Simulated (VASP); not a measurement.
# Zn (P6_3/mmc) in VASP: single point with r2SCAN

Aim: the single point of Zn with r2SCAN.

All numbers are computed with VASP 6.6.1; they aren't measurements. Logs are shortened: lines on timing, memory, paths and dates and some standing lists are left out, and cuts for length are marked.

## (1) The cell of the first run

The structure is hexagonal, space group P6_3/mmc (No. 194). Conventional cell: a = 2.596 Å, b = 2.596 Å, c = 4.980 Å, α = 90.00°, β = 90.00°, γ = 120.00°. Zn (site symmetry -6m2) has 12 Zn at 2.60 to 2.91 Å within 3.4 Å.

## (2) Single point, r2SCAN

POSCAR reads:

```
Zn
1.0
    2.5961271470      0.0000000000      0.0000000000
   -1.2980635735      2.2483120608      0.0000000000
    0.0000000000      0.0000000000      4.9795349187
Zn
2
Direct
    0.3333333333      0.6666666667      0.2500000000
    0.6666666667      0.3333333333      0.7500000000
```

INCAR.step1 reads:

```
SYSTEM = Zn
ALGO = Normal
EDIFF = 1E-4
ENCUT = 520
GGA = PE
ISMEAR = 0
LASPH = .True.
LCHARG = .False.
LREAL = .False.
LWAVE = .True.
NBANDS = 19
NELM = 60
PREC = Accurate
SIGMA = 0.1
```

INCAR.step2 reads:

```
SYSTEM = Zn
ALGO = Normal
EDIFF = 1E-7
ENCUT = 520
ISIF = 2
ISMEAR = 0
ISTART = 1
LASPH = .True.
LCHARG = .True.
LELF = .True.
LMIXTAU = .True.
LREAL = .False.
LVHAR = .True.
LWAVE = .False.
METAGGA = R2SCAN
NBANDS = 19
NELM = 60
PREC = Accurate
SIGMA = 0.1
```

KPOINTS reads:

```
k-points
0
Gamma
  18 18 10
  0 0 0
```

Potentials or basis: VASP PAW PBE potentials, release 64 (Zn).

The run is started by

```sh
> cat potpaw_PBE.64/Zn/POTCAR > POTCAR
> cp INCAR.step1 INCAR
> mpirun -np 1 vasp_std > vasp.out
> cp INCAR.step2 INCAR
> mpirun -np 1 vasp_std > vasp.out
```

OUTCAR:

```text
SYSTEM = Zn
   EDIFF = 1E-7
   ENCUT = 520
   ISIF = 2
   ISMEAR = 0
   ISTART = 1
   LASPH = .True.
   LREAL = .False.
   METAGGA = R2SCAN
   NELM = 60
   PREC = Accurate

 ion  position               nearest neighbor table
   1  0.333  0.667  0.250-   2 2.91   2 2.91   2 2.91   2 2.91   2 2.91   2 2.91
   2  0.667  0.333  0.750-   1 2.91   1 2.91   1 2.91   1 2.91   1 2.91   1 2.91

  LATTYP: Found a hexagonal cell.
 ALAT       =     2.5961271470
 C/A-ratio  =     1.9180628054

  Lattice vectors:

 A1 = (   2.5961271470,   0.0000000000,   0.0000000000)
 A2 = (  -1.2980635735,   2.2483120608,   0.0000000000)
 A3 = (   0.0000000000,   0.0000000000,   4.9795349187)

Analysis of symmetry for initial positions (statically):
=====================================================================
 Subroutine PRICEL returns:
 Original cell was already a primitive cell.

 Routine SETGRP: Setting up the symmetry group for a
 hexagonal supercell.

 Subroutine GETGRP returns: Found 24 space group operations
 (whereof 12 operations were pure point group operations)
 out of a pool of 24 trial point group operations.

The static configuration has the point symmetry D_3d.
 The point group associated with its full space group is D_6h.

Analysis of symmetry for dynamics (positions and initial velocities):
=====================================================================
 Subroutine PRICEL returns:
 Original cell was already a primitive cell.

 Routine SETGRP: Setting up the symmetry group for a
 hexagonal supercell.

 Subroutine GETGRP returns: Found 24 space group operations
 (whereof 12 operations were pure point group operations)
 out of a pool of 24 trial point group operations.

The dynamic configuration has the point symmetry D_3d.
 The point group associated with its full space group is D_6h.

 Subroutine INISYM returns: Found 24 space group operations
 (whereof 12 operations are pure point group operations),
 and found     1 'primitive' translations

----------------------------------------------------------------------------------------

                                     Primitive cell

  volume of cell :      29.0651

  direct lattice vectors                    reciprocal lattice vectors
     2.596127147  0.000000000  0.000000000     0.385189147  0.222389057  0.000000000
    -1.298063573  2.248312061  0.000000000     0.000000000  0.444778115  0.000000000
[... 78 lines left out ...]
   ICHARG =      0    charge: 1-file 2-atom 10-const
   ISPIN  =      1    spin polarized calculation?
   LNONCOLLINEAR =      F non collinear calculations
   LSORBIT =      F    spin-orbit coupling
   LASPH  =      T    aspherical Exc in radial PAW
   ENCUT  =  520.0 eV  38.22 Ry    6.18 a.u.   4.83  4.83  9.26*2*pi/ulx,y,z
   NELM   =     60;   NELMIN=  2; NELMDL=  0     # of ELM steps
   EDIFF  = 0.1E-06   stopping-criterion for ELM
   LREAL  =      F    real-space projection
   EDIFFG = 0.1E-05   stopping-criterion for IOM
   NSW    =      0    number of steps for IOM
   IBRION =     -1    ionic relax: 0-MD 1-quasi-New 2-CG
   NFREE  =      0    steps in history (QN), initial steepest desc. (CG)
   ISIF   =      2    stress and relaxation
   ISYM   =      2    0-nonsym 1-usesym 2-fastsym
   POTIM  = 0.5000    time-step for ionic-motion
   TEBEG  =    0.0;   TEEND  =   0.0 temperature during run
   PSTRESS=    0.0 pullay stress
   NELECT =      24.0000    total number of electrons
   NUPDOWN=      -1.0000    fix difference up-down
   EMIN   =  10.00;   EMAX   =-10.00  energy-range for DOS
   EFERMI =   0.00;   METHOD = LEGACY
   ISMEAR =     0;   SIGMA  =   0.10  broadening in eV -4-tet -1-fermi 0-gaus
   EFERMI_NEDOS =   21; number of points for ismear=-14 and -15
   IALGO  =     38    algorithm
   IMIX   =      4    mixing-type and parameters
     AMIX     =   0.40;   BMIX     =  1.00
     AMIX_MAG =   1.60;   BMIX_MAG =  1.00
  volume/ion in A,a.u.               =      14.53        98.07
  Fermi-wavevector in a.u.,A,eV,Ry     =   1.535871  2.902376 32.094788  2.358900
  Thomas-Fermi vector in A             =   2.642599
   LORBIT       =      0    0 simple, 1 ext, 2 COOP (PROOUT), +10 PAW based schemes
   METAGGA = R2SCAN    functional components
   LHFCALC =     F    Hartree Fock is set to
   AEXX    =    0.0000 exact exchange contribution
   IVDW    =     0    specifies the selected vdW correction
   LEPSILON=     F    determine dielectric tensor
   LRPA    =     F    only Hartree local field effects (RPA)
 non-spin polarized calculation
 Gauss-broadening in eV      SIGMA  =   0.10
  energy-cutoff  :      520.00
  volume of cell :       29.07
 maximum number of plane-waves:       800
 NGX is ok and might be reduce to    20
   NGX =  9   NGY =  9   NGZ = 19

 number of electron      24.0000029 magnetization

 Free energy of the ion-electron system (eV)
  ---------------------------------------------------
  ext. energy  EPLUGINS =         0.00000000
  ---------------------------------------------------
  free energy    TOTEN  =       -17.80644838 eV

  energy without entropy =      -17.80518536  energy(sigma->0) =      -17.80581687

 E-fermi :   3.2763     XC(G=0): -12.8898

 val. band max:        3.2704845624   @ k =   0.1667  -0.0000   0.2000
 cond. band min:       3.3130626625   @ k =   0.3333   0.2778   0.5000
 fundamental gap:      0.0425781001
 Fermi energy:         3.2763072654

 k-point     1 :       0.0000    0.0000    0.0000
  band No.  band energies     occupation
      1      -7.9431      2.00000
      2      -5.9677      2.00000
      3      -5.1270      2.00000
      4      -4.8252      2.00000
      5      -4.8251      2.00000
      6      -4.7775      2.00000
[... 505 lines left out ...]
      6      -4.6586      2.00000
[... 11 lines left out ...]
     18      17.5400      0.00000
     19      18.9165      0.00000

 [... further k-points ...]
[... 5 lines left out ...]
  --------------------------------------------------------------------------------------
  -------------------------------------------------------------------------------------
  Total        0.1150944      0.1150944      0.0529644      0.0000000      0.0000000      0.0000000
  in kB        6.3444422      6.3444422      2.9195973      0.0000000      0.0000000      0.0000000
  external PRESSURE =       5.2028272 kB  Pullay stress =       0.0000000 kB

 VOLUME and BASIS-vectors are now :
 -----------------------------------------------------------------------------
  energy-cutoff  :      520.00
  volume of cell :       29.07
      direct lattice vectors                 reciprocal lattice vectors
     2.596127147  0.000000000  0.000000000     0.385189147  0.222389057  0.000000000
    -1.298063573  2.248312061  0.000000000     0.000000000  0.444778115  0.000000000
     0.000000000  0.000000000  4.979534919     0.000000000  0.000000000  0.200821968

 POSITION                                       TOTAL-FORCE (eV/Angst)
 -----------------------------------------------------------------------------------
     -0.00000      1.49887      1.24488        -0.000000     -0.000000      0.000000
      1.29806      0.74944      3.73465         0.000000      0.000000      0.000000
 -----------------------------------------------------------------------------------
    total drift:                               -0.000000      0.000000      0.000000

  FREE ENERGIE OF THE ION-ELECTRON SYSTEM (eV)
  ---------------------------------------------------
  free  energy   TOTEN  =       -17.8064483841 eV

  energy  without entropy=      -17.8051853592  energy(sigma->0) =      -17.80581687
```

OUTCAR.step1:

```text
SYSTEM = Zn
   EDIFF = 1E-4
   ENCUT = 520
   GGA = PE
   ISMEAR = 0
   LASPH = .True.
   LREAL = .False.
[... 752 lines left out ...]
     -0.00000      1.49887      1.24488        -0.000000     -0.000000      0.000000
      1.29806      0.74944      3.73465         0.000000      0.000000      0.000000
 -----------------------------------------------------------------------------------
    total drift:                               -0.000000      0.000000      0.000000

  FREE ENERGIE OF THE ION-ELECTRON SYSTEM (eV)
  ---------------------------------------------------
  free  energy   TOTEN  =        -2.2011351823 eV

  energy  without entropy=       -2.1996850984  energy(sigma->0) =       -2.20041014
```

OSZICAR.step1:

```text
N       E                     dE             d eps       ncg     rms          rms(c)
DAV:   1     0.113257873664E+03    0.11326E+03   -0.12374E+04  8796   0.203E+03
DAV:   2     0.269210584657E+01   -0.11057E+03   -0.10683E+03  8496   0.297E+02
DAV:   3    -0.240847479098E+01   -0.51006E+01   -0.50794E+01  9446   0.699E+01
DAV:   4    -0.243796918468E+01   -0.29494E-01   -0.29486E-01  9278   0.545E+00
DAV:   5    -0.243800562328E+01   -0.36439E-04   -0.36439E-04  9025   0.174E-01    0.446E+00
DAV:   6    -0.221725028650E+01    0.22076E+00   -0.83544E-01  9408   0.197E+01    0.324E+00
DAV:   7    -0.220628825544E+01    0.10962E-01   -0.29078E-02 10687   0.291E+00    0.165E+00
DAV:   8    -0.220113050863E+01    0.51577E-02   -0.18682E-03 11573   0.686E-01    0.489E-02
DAV:   9    -0.220113518229E+01   -0.46737E-05   -0.24408E-04  7791   0.209E-01
   1 F= -.22011352E+01 E0= -.22004101E+01  d E =-.145008E-02
```

Run time: 4 min. Hardware: 1 thread of Intel Xeon Platinum 8559C (Emerald Rapids), shared host; peak memory 0.22 GiB.

What came out:

| Item | Value |
| --- | --- |
| Free energy | -17.8064 eV |
| Pressure | 0.5 GPa |
| Band gap on the k mesh | zero (band 12 reaches 5.09 eV, above the bottom of band 13 at -0.18 eV) |

Caveat: the PAW data sets were made with another functional, which shifts forces and pressure a little.
